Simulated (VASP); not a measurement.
# Si3Bi (Im-3m) in VASP: notebook, part 3 of 3

VASP 6.6.1. Earlier steps stand in the parts before.

## (5) Single point, PBE

This run uses another cell than the first one, of 21.14 Å³/atom.

INCAR

```
PREC = Accurate
ENCUT = 520
EDIFF = 1E-7
ISMEAR = 0
SIGMA = 0.1
LREAL = F
LASPH = T
NELM = 100
ALGO = Normal
ISIF = 2
LWAVE = F
LCHARG = F
GGA = PE
NBANDS = 22
```

KPOINTS

```
Automatic mesh
0
Gamma
  12 12 12
```

POSCAR

```
Si3Bi
1.0
   -2.7650320427      2.7650320427      2.7650320427
    2.7650320427     -2.7650320427      2.7650320427
    2.7650320427      2.7650320427     -2.7650320427
Si Bi
3 1
Direct
    0.0000000000      0.5000000000      0.5000000000
    0.5000000000      0.0000000000      0.5000000000
    0.5000000000      0.5000000000      0.0000000000
    0.0000000000      0.0000000000      0.0000000000
```

Potentials or basis: VASP PAW PBE potentials, release 64 (Si, Bi_d).

The run is started by

```sh
> cat potpaw_PBE.64/Si/POTCAR potpaw_PBE.64/Bi_d/POTCAR > POTCAR
> mpirun -np 1 vasp_std > vasp.out
```

OUTCAR:

```text
PREC = Accurate
   ENCUT = 520
   EDIFF = 1E-7
   ISMEAR = 0
   LREAL = F
   LASPH = T
   NELM = 100
   ISIF = 2
   GGA = PE

 ion  position               nearest neighbor table
   1  0.000  0.500  0.500-   2 2.77   3 2.77   4 2.77   4 2.77   3 2.77   2 2.77
   2  0.500  0.000  0.500-   1 2.77   3 2.77   4 2.77   3 2.77   4 2.77   1 2.77
   3  0.500  0.500  0.000-   1 2.77   2 2.77   4 2.77   2 2.77   1 2.77   4 2.77
   4  0.000  0.000  0.000-   1 2.77   2 2.77   3 2.77   1 2.77   2 2.77   3 2.77

  LATTYP: Found a body centered cubic cell.
 ALAT       =     5.5300640854

  Lattice vectors:

 A1 = (  -2.7650320427,   2.7650320427,   2.7650320427)
 A2 = (   2.7650320427,  -2.7650320427,   2.7650320427)
 A3 = (   2.7650320427,   2.7650320427,  -2.7650320427)

Analysis of symmetry for initial positions (statically):
=====================================================================
 Subroutine PRICEL returns:
 Original cell was already a primitive cell.

 Routine SETGRP: Setting up the symmetry group for a
 body centered cubic supercell.

[... 163 lines left out ...]
  ---------------------------------------------------
  ext. energy  EPLUGINS =         0.00000000
  ---------------------------------------------------
  free energy    TOTEN  =       -17.81493899 eV

  energy without entropy =      -17.80205475  energy(sigma->0) =      -17.80849687

 E-fermi :   7.3753     XC(G=0): -10.2373

 val. band max:        7.3609853102   @ k =  -0.3333   0.5000   0.0833
 cond. band min:       7.3764660511   @ k =   0.4167   0.0833   0.0833
 fundamental gap:      0.0154807409
 Fermi energy:         7.3752929669

 k-point     1 :       0.0000    0.0000    0.0000
  band No.  band energies     occupation
      1     -15.4410      2.00000
      2     -15.4410      2.00000
      3     -15.3747      2.00000
      4     -15.3747      2.00000
      5     -15.3747      2.00000
      6      -5.8274      2.00000
[... 589 lines left out ...]
     21      13.5395      0.00000
     22      14.9177      0.00000

 [... further k-points ...]
[... 5 lines left out ...]
  --------------------------------------------------------------------------------------
  -------------------------------------------------------------------------------------
  Total       -0.0256409     -0.0256409     -0.0256409      0.0000000     -0.0000000     -0.0000000
  in kB       -0.4858282     -0.4858282     -0.4858282      0.0000000     -0.0000000     -0.0000000
  external PRESSURE =      -0.4858282 kB  Pullay stress =       0.0000000 kB

 VOLUME and BASIS-vectors are now :
 -----------------------------------------------------------------------------
  energy-cutoff  :      520.00
  volume of cell :       84.56
      direct lattice vectors                 reciprocal lattice vectors
    -2.765032043  2.765032043  2.765032043     0.000000000  0.180829731  0.180829731
     2.765032043 -2.765032043  2.765032043     0.180829731  0.000000000  0.180829731
     2.765032043  2.765032043 -2.765032043     0.180829731  0.180829731  0.000000000

 POSITION                                       TOTAL-FORCE (eV/Angst)
 -----------------------------------------------------------------------------------
      2.76503      0.00000      0.00000         0.000000     -0.000000      0.000000
      0.00000      2.76503      0.00000         0.000000     -0.000000      0.000000
      0.00000      0.00000      2.76503         0.000000      0.000000     -0.000000
      0.00000      0.00000      0.00000        -0.000000      0.000000     -0.000000
 -----------------------------------------------------------------------------------
    total drift:                                0.000000     -0.000000     -0.000000

  FREE ENERGIE OF THE ION-ELECTRON SYSTEM (eV)
  ---------------------------------------------------
  free  energy   TOTEN  =       -17.8149389857 eV

  energy  without entropy=      -17.8020547469  energy(sigma->0) =      -17.80849687
```

OSZICAR:

```text
N       E                     dE             d eps       ncg     rms          rms(c)
DAV:   1     0.177602205129E+03    0.17760E+03   -0.12058E+04  3168   0.117E+03
DAV:   2    -0.370825844612E+01   -0.18131E+03   -0.17373E+03  3304   0.311E+02
DAV:   3    -0.174938570163E+02   -0.13786E+02   -0.13375E+02  4038   0.852E+01
DAV:   4    -0.178835447517E+02   -0.38969E+00   -0.38822E+00  3858   0.145E+01
DAV:   5    -0.178990133523E+02   -0.15469E-01   -0.15467E-01  4606   0.295E+00    0.349E+00
DAV:   6    -0.178177838572E+02    0.81229E-01   -0.19021E-01  4280   0.359E+00    0.202E+00
DAV:   7    -0.178148836586E+02    0.29002E-02   -0.77094E-02  4086   0.167E+00    0.554E-01
DAV:   8    -0.178149459725E+02   -0.62314E-04   -0.13101E-02  3804   0.903E-01    0.101E-01
DAV:   9    -0.178149375605E+02    0.84120E-05   -0.14713E-03  4158   0.335E-01    0.888E-02
DAV:  10    -0.178149506392E+02   -0.13079E-04   -0.19346E-04  3888   0.907E-02    0.140E-02
DAV:  11    -0.178149386680E+02    0.11971E-04   -0.73035E-05  4186   0.714E-02    0.690E-03
DAV:  12    -0.178149391101E+02   -0.44217E-06   -0.75167E-06  3678   0.132E-02    0.460E-03
DAV:  13    -0.178149389966E+02    0.11354E-06   -0.52148E-07  4080   0.686E-03    0.168E-03
DAV:  14    -0.178149389857E+02    0.10924E-07   -0.93435E-08  2394   0.210E-03
   1 F= -.17814939E+02 E0= -.17808497E+02  d E =-.128842E-01
```

stdout:

```text
POSCAR found type information on POSCAR SiBi
 POSCAR found :  2 types and       4 ions
 scaLAPACK will be used
 LDA part: xc-table for (Slater+PW92), standard interpolation
 POSCAR, INCAR and KPOINTS ok, starting setup
 FFT: planning ... GRIDC
 FFT: planning ... GRID_SOFT
 FFT: planning ... GRID
 WAVECAR not read
 entering main loop
```

It took 60 s on 1 thread of Intel Xeon 6975P-C (Granite Rapids), shared host; peak memory 0.26 GiB.

What came out:

```
Free energy            : -17.8149 eV
Pressure               : 0.0 GPa
Band gap on the k mesh : zero (an odd number of electrons rules out a gap without spin polarisation)
```

Caveat: spin-orbit coupling is left out, which moves the levels of the heavy elements.

## (6) Relaxation of cell and atoms, PBE

This run uses another cell than the first one, of 21.26 Å³/atom.

INCAR

```
ALGO = Normal ; EDIFF = 1E-6
EDIFFG = -0.01 ; ENCUT = 600
GGA = PE ; IBRION = 2
ISIF = 3 ; ISMEAR = 0
LASPH = T ; LCHARG = F
LREAL = F ; LWAVE = F
NELM = 60 ; NSW = 100
PREC = Accurate ; SIGMA = 0.1
```

KPOINTS

```
k-points
0
Gamma
  12 12 12
```

POSCAR

```
Si3Bi
1.0
   -2.7702981723      2.7702981723      2.7702981723
    2.7702981723     -2.7702981723      2.7702981723
    2.7702981723      2.7702981723     -2.7702981723
Si Bi
3 1
Direct
    0.0000000000      0.5000000000      0.5000000000
    0.5000000000      0.0000000000      0.5000000000
    0.5000000000      0.5000000000      0.0000000000
    0.0000000000      0.0000000000      0.0000000000
```

Potentials or basis: VASP PAW PBE potentials, release 64 (Si, Bi_d).

The run is started by

```sh
> cat potpaw_PBE.64/Si/POTCAR potpaw_PBE.64/Bi_d/POTCAR > POTCAR
> mpirun -np 1 vasp_std > vasp.out
```

Wall time 2.3 min (1 thread of Intel Xeon 6975P-C (Granite Rapids), shared host); peak memory 0.31 GiB.

It converged, with:

| Quantity | Value |
| --- | --- |
| Free energy | -17.8152 eV |
| Relaxed volume | 21.14 Å³/atom |
| Relaxed cell | a = 4.789 Å, b = 4.789 Å, c = 4.789 Å, α = 109.47°, β = 109.47°, γ = 109.47° |
| Space group after relaxing (to 0.1 Å) | Im-3m (No. 229) |
| Energy gained by relaxing | 0.2 meV/atom |
| Ionic steps | 3 |
| Pressure after relaxing | 0.0 GPa |
| Band gap on the k mesh | zero (an odd number of electrons rules out a gap without spin polarisation) |

The path:
```tsv
step	energy change (eV)	largest force (eV/Å)	pressure (GPa)	volume (Å³)
1	0.0000	0.0000	-0.46	85.04
2	-0.0005	0.0000	0.19	84.30
3	-0.0007	0.0000	-0.01	84.55
```

Final structure:
```
Si Bi
1.0
    -2.76491    2.76491    2.76491
     2.76491   -2.76491    2.76491
     2.76491    2.76491   -2.76491
Si Bi
3 1
Direct
  0.00000 0.50000 0.50000
  0.50000 0.00000 0.50000
  0.50000 0.50000 0.00000
  0.00000 0.00000 0.00000
```

Levels at points of the mesh, in eV from the Fermi level:
| k point | band 11 | band 12 | band 13 | band 14 | band 15 | band 16 |
| --- | --- | --- | --- | --- | --- | --- |
| (0.00, 0.00, 0.00) | -3.21 | -3.21 | -2.51 | -2.51 | -2.51 | 2.30 |
| (0.50, 0.00, 0.00) | -3.20 | -0.54 | -0.10 | 0.57 | 0.67 | 2.28 |
| (0.50, 0.50, 0.50) | -5.78 | -0.40 | -0.15 | -0.15 | -0.15 | 5.45 |

Caveat: spin-orbit coupling is left out, which moves the levels of the heavy elements.

## (7) Summary

```csv
task,cell,k mesh,cutoff (eV),gap on the mesh (eV),pressure (GPa),relaxed volume (Å³/atom)
single point,"a = 4.732 Å, angles 109.5°, 4 atoms",4 × 4 × 4,520,none,2.7,-
single point,"a = 4.798 Å, angles 109.5°, 4 atoms",4 × 4 × 4,520,none,0.0,-
relaxation of cell and atoms,"relaxed from a = 4.732 Å, angles 109.5°, 4 atoms",4 × 4 × 4,600,none,0.1,21.25
single point,"a = 4.789 Å, angles 109.5°, 4 atoms",12 × 12 × 12,520,none,0.0,-
relaxation of cell and atoms,"relaxed from a = 4.798 Å, angles 109.5°, 4 atoms",12 × 12 × 12,600,none,0.0,21.14
```

Alike in all rows: level PBE; potentials or basis VASP PAW PBE potentials, release 64 (Si, Bi_d); no spin polarisation; smearing gaussian 0.1 eV.

Caveats: some runs use coarse meshes; spin-orbit coupling is left out, which moves the levels of the heavy elements.

Absolute energies hang on the potentials; compare differences alone.
